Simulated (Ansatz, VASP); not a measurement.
AlGa3N4 in VASP and in Ansatz

Contents of INCAR:

```
SYSTEM = AlGa3N4
PREC = Accurate
ENCUT = 520
EDIFF = 1E-6
ISMEAR = 0
SIGMA = 0.05
LREAL = .False.
LASPH = .True.
NELM = 60
ALGO = Normal
ISIF = 2
LWAVE = .False.
LCHARG = .True.
GGA = PS
LELF = .True.
LVHAR = .True.
NBANDS = 41
```

KPOINTS

```
regular mesh
0
Gamma
  6 6 6
  0 0 0
```

The input POSCAR:

```
AlGa3N4
1.0
    4.4675774128      0.0000000000      0.0000000000
    0.0000000000      4.4675774128      0.0000000000
    0.0000000000      0.0000000000      4.4675774128
Al Ga N
1 3 4
Direct
   -0.0000008510     -0.0000029365      0.0037056965
    0.4447125130      0.4999992294      0.0023768069
    0.5552869819     -0.0000018834      0.5010989598
   -0.0000005458      0.4999990277      0.5011004917
    0.7515714265      0.7345139786      0.2204146659
    0.7585248231      0.2585489767      0.7646321015
    0.2414840559      0.7755906895      0.7305019119
    0.2484265649      0.2313700625      0.2545337188
```

Input for Ansatz:

```yaml
crystal:
  lattice:
    - [4.4675774128, 0.0, 0.0]
    - [0.0, 4.4675774128, 0.0]
    - [0.0, 0.0, 4.4675774128]
  atoms:
    - { symbol: Al, position: [-8.51e-07, -2.9365e-06, 0.0037056965] }
    - { symbol: Ga, position: [0.444712513, 0.4999992294, 0.0023768069] }
    - { symbol: Ga, position: [0.5552869819, -1.8834e-06, 0.5010989598] }
    - { symbol: Ga, position: [-5.458e-07, 0.4999990277, 0.5011004917] }
    - { symbol: "N", position: [0.7515714265, 0.7345139786, 0.2204146659] }
    - { symbol: "N", position: [0.7585248231, 0.2585489767, 0.7646321015] }
    - { symbol: "N", position: [0.2414840559, 0.7755906895, 0.7305019119] }
    - { symbol: "N", position: [0.2484265649, 0.2313700625, 0.2545337188] }
basis:
  ecutwfc: 520.0
kpoints:
  mp_grid: { grid: [6, 6, 6] }
hamiltonian:
  xc: pbesol
  pseudopotentials: { kind: paw, azcp: { folder: soft_1 } }
scf:
  occupations: { method: gaussian, width: 0.05 }
output:
  forces: true
  stress: true
  eigenvalues: true
```

Change from the starting cell: mode 4 frozen in at -0.247 Å and mode 15 at -0.040 Å (largest displacements).

Alike in both runs: task single point; functional PBEsol; k mesh 6 × 6 × 6; occupations gaussian, width 0.05 eV; no spin polarisation.

|  | VASP | Ansatz |
| --- | --- | --- |
| version | VASP 6.6.1 | Ansatz 0.2.0 |
| potentials or method | VASP PAW PBE potentials, release 64 (Al, Ga_d, N), cutoff 520 eV | scalar-relativistic, plane waves, PAW |
| valence electrons in the cell | 62 | 62 |

VASP gave:

* gap on the k mesh at the Fermi level (eV): 2.08
* least direct gap on the mesh (eV): 2.08
* pressure (GPa): -0.4
* traceless stress, the component that is largest in VASP (GPa): 2.21
* rms of the force components (eV/Å): 0.721

Q: What did Ansatz give for the same quantities?

A: gap on the k mesh at the Fermi level (eV): 2.07; least direct gap on the mesh (eV): 2.07; pressure (GPa): -0.2; traceless stress, the component that is largest in VASP (GPa): 2.25; rms of the force components (eV/Å): 0.722.

VASP's potentials were made for PBE, not for PBEsol, and Ansatz warns of the same on its side. Atom by atom the forces differ by 0.008 eV/Å (rms over components). The functional is the same, so the differences come from potentials, cutoffs and numerics.
